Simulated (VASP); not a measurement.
MnSbSe2S:

```
S Sb Se Mn
1.0
     0.00000    3.82808    0.00000
     6.31658   -1.91404    0.00000
     0.21244    0.00000   -9.58231
S Sb Se Mn
2 2 4 2
Direct
  0.36336 0.72672 0.92290
  0.63664 0.27328 0.07710
  0.29385 0.58770 0.31524
  0.70615 0.41230 0.68476
  0.07442 0.14884 0.74199
  0.92558 0.85116 0.25801
  0.36110 0.72220 0.55477
  0.63890 0.27780 0.44523
  0.00000 0.00000 0.50000
  0.00000 0.00000 0.00000
```

Base run:

* Program: VASP 6.6.1
* Functional: r2SCAN
* Potentials or basis: VASP PAW PBE potentials, release 64 (S, Sb, Se, Mn_pv)
* Cutoff: 520 eV
* k mesh: 5 × 5 × 2
* Occupations: fermi-dirac, width 0.1 eV
* Spin: no spin polarisation

Its results: band gap on the k mesh zero (bands 36 and 37 overlap by 0.12 eV); pressure -2.8 GPa; largest force 2.912 eV/Å.

The run is repeated on the same cell with these changes: functional from r2SCAN to PBEsol. What comes out?

Band gap on the k mesh zero (bands 36 and 37 overlap by 0.14 eV); pressure -4.9 GPa; largest force 3.048 eV/Å.

Caveats: the PAW data sets were made with another functional, which shifts forces and pressure a little; spin-orbit coupling is left out, which moves the levels of the heavy elements; the run has no spin polarisation, though such a crystal can be magnetic; semilocal functionals often make such compounds metallic where correlation or magnetic order opens a gap, which also shifts bond lengths; the cell stands under tension (at least some runs).
